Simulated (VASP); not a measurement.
A run of VASP 6.6.1:

Contents of INCAR:

```
PREC = Accurate
ENCUT = 600
EDIFF = 1E-6
ISMEAR = 0
SIGMA = 0.1
LREAL = False
LASPH = True
NELM = 80
ALGO = Fast
ISIF = 3
LWAVE = False
LCHARG = False
GGA = PE
IBRION = 2
NSW = 90
EDIFFG = -0.04
```

The input KPOINTS:

```
regular mesh
0
Gamma
  4 4 4
```

Contents of POSCAR:

```
Pb
1.0
    2.6813915012     -4.5444613361      0.0000000000
    2.6813915012      4.5444613361      0.0000000000
    0.0000000000      0.0000000000      5.3699164181
Pb
4
Direct
    0.1525000000      0.8475000000      0.0785000000
    0.6525000000      0.3475000000      0.4215000000
    0.8475000000      0.1525000000      0.9215000000
    0.3475000000      0.6525000000      0.5785000000
```

Potentials or basis: VASP PAW PBE potentials, release 64 (Pb_d).

Run with:

```console
$ cat potpaw_PBE.64/Pb_d/POTCAR > POTCAR
$ mpirun -np 1 vasp_std > vasp.out
```

Hardware: 1 thread of AMD EPYC 9R45 96-Core Processor (Zen 5), with other jobs on the host.

Problem. Estimate the wall time of this run.

Solution. It took 8.2 min on 1 thread of AMD EPYC 9R45 96-Core Processor (Zen 5), with other jobs on the host, peak memory 0.3 GiB. Counts: scf iterations 100, k points 21, ion steps 9.
